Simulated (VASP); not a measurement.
Here is a VASP 6.6.1 calculation.

INCAR

```
PREC = Accurate ; ENCUT = 520
EDIFF = 1E-6 ; ISMEAR = 1
SIGMA = 0.1 ; LREAL = False
LASPH = True ; NELM = 80
ALGO = Normal ; ISIF = 2
LWAVE = False ; LCHARG = False
GGA = PE ; NBANDS = 11
```

Contents of KPOINTS:

```
Automatic mesh
0
Gamma
  15 15 15
```

File POSCAR:

```
Si
1.0
   -2.3476582800      2.3476582800      1.3292650000
    2.3476582800     -2.3476582800      1.3292650000
    2.3950857200      2.3950857200     -1.3292650000
Si
2
Direct
    0.2500000000      0.7500000000      0.5000000000
    0.5000000000      0.5000000000      0.0000000000
```

Potentials or basis: VASP PAW PBE potentials, release 64 (Si).

The run is started by

```sh
$ cat potpaw_PBE.64/Si/POTCAR > POTCAR
$ mpirun -np 1 vasp_std > vasp.out
```

Q: What does it give for the band gap on the k mesh?

A: Zero (bands 4 and 5 overlap by 6.85 eV).

Q: Estimate the pressure.

A: 3.2 GPa.

Stress tensor (GPa, compression positive):
```
 3.53 -2.07  0.00
-2.07  3.53  0.00
 0.00  0.00  2.45
```

Caveat: the cell stands under pressure.
